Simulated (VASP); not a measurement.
# Hg2S3 (P-3m1) in VASP: further runs, part 2 of 2

VASP 6.6.1. Earlier steps stand in the parts before.

## (5) Relaxation of cell and atoms, PBE

This run uses another cell than the first one, of 22.15 Å³/atom.

Contents of INCAR:

```
ALGO = Normal
EDIFF = 1E-6
EDIFFG = -0.04
ENCUT = 600
GGA = PE
IBRION = 2
ISIF = 3
ISMEAR = 0
LASPH = T
LCHARG = F
LREAL = F
LWAVE = F
NELM = 60
NSW = 90
PREC = Accurate
SIGMA = 0.1
```

Contents of KPOINTS:

```
k-points
0
Gamma
  6 6 4
```

Contents of POSCAR:

```
Hg2S3
1.0
    4.3480848775      0.0000000000      0.0000000000
   -2.1740424388      3.7655519618      0.0000000000
    0.0000000000      0.0000000000      6.7649137816
Hg S
2 3
Direct
    0.3333333333      0.6666666667      0.2450000000
    0.6666666667      0.3333333333      0.7550000000
    0.0000000000      0.0000000000      0.0000000000
    0.3333333333      0.6666666667      0.6450000000
    0.6666666667      0.3333333333      0.3550000000
```

Launch:

```sh
> cat potpaw_PBE.64/Hg/POTCAR potpaw_PBE.64/S/POTCAR > POTCAR
> mpirun -np 1 vasp_std > vasp.out
```

Run time: 17 min. Hardware: 1 thread of AMD EPYC 9R45 (Zen 5), shared host; peak memory 0.29 GiB.

The run converged. Its results:

```yaml
Free_energy: -11.1535 eV
Relaxed_volume: 21.91 Å³/atom
Relaxed_cell: a = 3.891 Å, b = 3.891 Å, c = 8.355 Å, α = 90.00°, β = 90.00°, γ = 120.00°
Space_group_after_relaxing_to_0.1_Å: P-3m1 (No. 164)
Energy_gained_by_relaxing: 186.1 meV/atom
Ionic_steps: 36
Pressure_after_relaxing: 0.1 GPa
Largest_force_after_relaxing: 0.035 eV/Å
Band_gap_on_the_k_mesh: zero (bands 21 and 22 overlap by 1.11 eV)
```

Forces on the atoms (eV/Å):
```
Hg   0.000  0.000 -0.001
Hg   0.000  0.000  0.001
S    0.000  0.000  0.000
S    0.000  0.000  0.035
S    0.000  0.000 -0.035
```

The path:
```
step  energy change (eV)  largest force (eV/Å)  pressure (GPa)  volume (Å³)
   1              0.0000                0.6512            2.26       110.76
   2             -0.1349                0.3640           -0.76       115.80
   3             -0.1607                0.2859           -2.01       118.60
   4             -0.3077                0.5075           -0.63       116.00
   5             -0.3658                1.1730            7.21       107.46
   6             -0.4528                0.8151            2.45       111.79
   7             -0.4571                0.8816            3.37       110.83
   8             -0.5047                0.8965            3.48       111.07
   9             -0.6068                0.9286            4.03       111.59
  10             -0.6210                1.0508            6.00       111.74
  11             -0.7579                0.7015            3.15       115.71
  12             -0.8079                0.3920            0.79       119.60
  13             -0.8084                0.3645            0.60       119.95
  14             -0.8241                0.3271            0.52       119.82
  15             -0.8581                0.2171            0.32       119.34
  16             -0.8640                0.2218            0.07       118.07
  17             -0.8721                0.1896            0.15       118.66
  18             -0.8748                0.1400           -0.12       118.95
  19             -0.8762                0.0703           -0.50       119.36
  20             -0.8782                0.0682           -0.39       118.91
  21             -0.8816                0.0820           -0.05       117.58
  22             -0.8817                0.1005            0.06       117.19
  23             -0.8831                0.1012            0.03       117.02
  24             -0.8872                0.1027           -0.04       116.51
  25             -0.8952                0.1025           -0.16       115.50
  26             -0.9103                0.0783           -0.33       113.50
  27             -0.9218                0.0962           -0.17       109.53
  28             -0.9224                0.0159           -0.31       111.38
  29             -0.9242                0.0275           -0.29       110.71
  30             -0.9269                0.0411           -0.03       109.97
  31             -0.9276                0.0665            0.32       109.02
  32             -0.9278                0.0570            0.19       109.36
  33             -0.9291                0.0367            0.04       109.58
  34             -0.9298                0.0572           -0.21       109.93
  35             -0.9304                0.0413           -0.02       109.65
  36             -0.9305                0.0353            0.06       109.55
```

Final structure:
```cif
data_structure
_symmetry_space_group_name_H-M 'P 1'
_symmetry_Int_Tables_number 1
_cell_length_a 3.8910
_cell_length_b 3.8910
_cell_length_c 8.3548
_cell_angle_alpha 90.000
_cell_angle_beta 90.000
_cell_angle_gamma 120.000
_cell_volume 109.55
loop_
_atom_site_label
_atom_site_type_symbol
_atom_site_fract_x
_atom_site_fract_y
_atom_site_fract_z
_atom_site_occupancy
Hg1 Hg 0.33333 0.66667 0.20141 1
Hg2 Hg 0.66667 0.33333 0.79859 1
S1 S 0.00000 0.00000 0.00000 1
S2 S 0.33333 0.66667 0.63696 1
S3 S 0.66667 0.33333 0.36304 1
```

Levels at points of the mesh, in eV from the Fermi level:
```tsv
k point	band 18	band 19	band 20	band 21	band 22	band 23	band 24	band 25
(0.00, 0.00, 0.00)	-0.59	-0.59	-0.28	0.38	0.38	1.18	4.12	4.35
(0.50, 0.00, 0.00)	-1.48	-1.11	-0.61	-0.45	-0.24	0.47	4.01	5.23
(0.00, 0.00, 0.50)	-1.24	-0.02	-0.02	0.04	0.04	2.61	3.25	4.01
(0.50, 0.00, 0.50)	-2.14	-2.13	-1.52	0.42	0.43	1.59	2.95	4.49
```

Caveat: a cell axis changed by over 15 % at a fixed basis, so the end point is rough; spin-orbit coupling is left out, which moves the levels of the heavy elements.

## (6) Summary

```csv
task,cell,k mesh,cutoff (eV),gap on the mesh (eV),pressure (GPa),largest force (eV/Å)
single point,"a = 3.891, b = 3.891, c = 8.368 Å, angles 90.0, 90.0, 120.0°, 5 atoms, atomic positions A",6 × 6 × 4,520,none,0.3,0.04
single point,"a = 4.348, b = 4.348, c = 6.765 Å, angles 90.0, 90.0, 120.0°, 5 atoms, atomic positions B",6 × 6 × 4,520,none,2.2,0.65
single point,"a = 3.892, b = 3.892, c = 8.339 Å, angles 90.0, 90.0, 120.0°, 5 atoms, atomic positions C",12 × 12 × 6,520,none,0.4,0.05
relaxation of cell and atoms,"relaxed from a = 4.348, b = 4.348, c = 6.765 Å, angles 90.0, 90.0, 120.0°, 5 atoms, atomic positions B",6 × 6 × 4,600,none,0.1,0.04
```

Alike in all rows: level PBE; potentials or basis VASP PAW PBE potentials, release 64 (Hg, S); no spin polarisation; smearing gaussian 0.1 eV.

Caveats: spin-orbit coupling is left out, which moves the levels of the heavy elements; semilocal functionals underestimate gaps, and a narrow one can read as zero (at least some runs); a cell axis changed by over 15 % at a fixed basis, so the end point is rough (at least some runs).

Absolute energies hang on the potentials; compare differences alone.
